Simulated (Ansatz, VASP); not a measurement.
# Two plane-wave programs on Be

The input INCAR:

```
SYSTEM = Be
PREC = Accurate
ENCUT = 520
EDIFF = 1E-8
ISMEAR = -1
SIGMA = 0.05
LREAL = .False.
LASPH = .True.
NELM = 60
ALGO = Normal
ISIF = 2
LWAVE = .False.
LCHARG = .False.
GGA = PE
LEFG = .True.
NBANDS = 12
```

The input KPOINTS:

```
Automatic mesh
0
Gamma
  9 9 14
  0 0 0
```

POSCAR

```
Be
1.0
    3.7961198385      0.0000000000      0.0000000000
    0.0000000000      3.7961198385      0.0000000000
    0.0000000000      0.0000000000      2.3113002848
Be
4
Direct
    0.2974080000      0.2974080000      0.0000000000
    0.7025920000      0.7025920000      0.0000000000
    0.2025920000      0.7974080000      0.5000000000
    0.7974080000      0.2025920000      0.5000000000
```

Input for Ansatz:

```yaml
crystal:
  lattice:
    - [3.7961198385, 0.0, 0.0]
    - [0.0, 3.7961198385, 0.0]
    - [0.0, 0.0, 2.3113002848]
  atoms:
    - { symbol: Be, position: [0.297408, 0.297408, 0.0] }
    - { symbol: Be, position: [0.702592, 0.702592, 0.0] }
    - { symbol: Be, position: [0.202592, 0.797408, 0.5] }
    - { symbol: Be, position: [0.797408, 0.202592, 0.5] }
kpoints:
  mp_grid: { grid: [9, 9, 14] }
scf:
  occupations: { method: fermi_dirac, width: 0.05 }
hamiltonian:
  xc: pbe
  pseudopotentials: { kind: paw }
output:
  forces: true
  stress: true
  eigenvalues: true
  efg: { contact_densities: true }
  write_density: true
  write_potential: true
  elf: true
  volumetric_format: npy
```

Change from the starting cell: volume scaled by 1.04, PAW files.

Alike in both runs: task electric field gradients; functional PBE; k mesh 9 × 9 × 14; occupations fermi-dirac, width 0.05 eV; no spin polarisation.

```csv
,VASP,Ansatz
version,VASP 6.6.1,Ansatz 0.2.0
potentials or method,"VASP PAW PBE potentials, release 64 (Be)","PAW with Ansatz's default frozen-core files, scalar-relativistic"
plane-wave cutoff (eV),520,420
valence electrons in the cell,8,8
```

|  | VASP | Ansatz | Ansatz less VASP |
| --- | --- | --- | --- |
| pressure (GPa) | -4.3 | -4.4 | -0.13 |
| traceless stress, the component that is largest in VASP (GPa) | -1.25 | -1.25 | +0.002 |
| rms of the force components (eV/Å) | 0.015 | 0.016 | +0.0013 |
| size of Vzz on the site where it differs most (V/Å²) | 1.7 | 1.4 | -0.34 |

Atom by atom the forces differ by 0.001 eV/Å (rms over components). With one functional, cell and mesh, what is left measures potentials, basis and numerics.
